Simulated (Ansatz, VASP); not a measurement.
# AlCu6: VASP beside Ansatz

```
CELL_PARAMETERS angstrom
6.84491 0.00000 0.00000
-3.42246 5.92787 0.00000
0.00000 0.00000 4.23285
ATOMIC_POSITIONS crystal
Al 0.66667 0.33333 0.75000
Al 0.33333 0.66667 0.25000
Cu 0.37949 0.47467 0.75000
Cu 0.95361 0.19031 0.75000
Cu 0.52533 0.90482 0.75000
Cu 0.23670 0.04639 0.75000
Cu 0.09518 0.62051 0.75000
Cu 0.80969 0.76330 0.75000
Cu 0.90482 0.37949 0.25000
Cu 0.76330 0.95361 0.25000
Cu 0.47467 0.09518 0.25000
Cu 0.19031 0.23670 0.25000
Cu 0.04639 0.80969 0.25000
Cu 0.62051 0.52533 0.25000
```

Alike in both runs: functional PBE; k mesh 6 × 6 × 8; occupations gaussian, width 0.1 eV; no spin polarisation.

Ansatz relaxed the structure, and its values are those at the end. VASP's run is a single point on that final structure, the one shown.

|  | VASP | Ansatz |
| --- | --- | --- |
| version | VASP 6.6.1 | Ansatz 0.2.0 |
| potentials or method | VASP PAW PBE potentials, release 64 (Al, Cu), cutoff 520 eV | scalar-relativistic, plane waves, PAW |
| valence electrons in the cell | 138 | 234 |

Ansatz gave:

| Item | Value |
| --- | --- |
| gap on the k mesh at the Fermi level (eV) | none |
| pressure (GPa) | 0.0 |

Problem. Which values does VASP return?

Solution. gap on the k mesh at the Fermi level (eV): none; pressure (GPa): 0.5.

A gap of «none» marks a metal or a gap that the smearing closes. VASP's potentials hold 138 valence electrons a cell and Ansatz's 234, so a difference there can come from the potentials and not from the codes.
